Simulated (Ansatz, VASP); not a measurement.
**One calculation of CoO, two programs**

```xyz
2
Lattice="0.0000 2.1456 2.1456 2.1456 0.0000 2.1456 2.1456 2.1456 0.0000" Properties=species:S:1:pos:R:3 pbc="T T T"
Co    0.0000    0.0000    0.0000
O     2.1456    2.1456    2.1456
```

Change from the starting cell: volume scaled by 1.02.

Alike in both runs: task single point; functional PBE; k mesh 16 × 16 × 16; occupations fermi-dirac, width 0.05 eV; collinear spin.

|  | VASP | Ansatz |
| --- | --- | --- |
| version | VASP 6.6.1 | Ansatz 0.2.0 |
| potentials or method | VASP PAW PBE potentials, release 64 (Co, O), cutoff 520 eV | all-electron LAPW, scalar-relativistic |

VASP gave:

| Item | Value |
| --- | --- |
| pressure (GPa) | -5.4 |
| net moment per atom (μB) | 1.47 |
| size of the moment on the site where the two differ most (μB) | 2.59 |

Question: Which values does Ansatz return?

Answer: Pressure (GPa): -5.0; net moment per atom (μB): 1.48; size of the moment on the site where the two differ most (μB): 2.62.

Site moments also hang on the region over which each program counts them. Ansatz ran all-electron here, and VASP with PAW potentials.
